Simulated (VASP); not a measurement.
Crystal: Rh.

```
CELL_PARAMETERS angstrom
2.73098 0.00000 0.00000
-1.36549 2.36510 0.00000
0.00000 0.00000 4.42849
ATOMIC_POSITIONS crystal
Rh 0.33333 0.66667 0.25000
Rh 0.66667 0.33333 0.75000
```

Base run:

| Property | Result |
| --- | --- |
| Program | VASP 6.6.1 |
| Functional | PBE |
| Potentials or basis | VASP PAW PBE potentials, release 64 (Rh_pv) |
| Cutoff | 520 eV |
| k mesh | 11 × 11 × 6 |
| Occupations | fermi-dirac, width 0.05 eV |
| Spin | no spin polarisation |

Its results: band gap on the k mesh zero (band 15 reaches 11.85 eV, above the bottom of band 16 at 9.65 eV); pressure -3.4 GPa.

After a change of settings the same cell gave: band gap on the k mesh zero (band 15 reaches 11.70 eV, above the bottom of band 16 at 9.42 eV); pressure -8.7 GPa. Which change was it?
A. functional from PBE to PBEsol; k mesh from 11 × 11 × 6 to 9 × 9 × 5
B. further incar settings from ALGO = Normal; EDIFF = 1e-06; NBANDS = 22 to ALGO = Fast; EDIFF = 1e-06; NBANDS = 22
C. functional from PBE to r2SCAN
D. functional from PBE to PBEsol

C.

Caveats: the PAW data sets were made with another functional, which shifts forces and pressure a little (some runs).
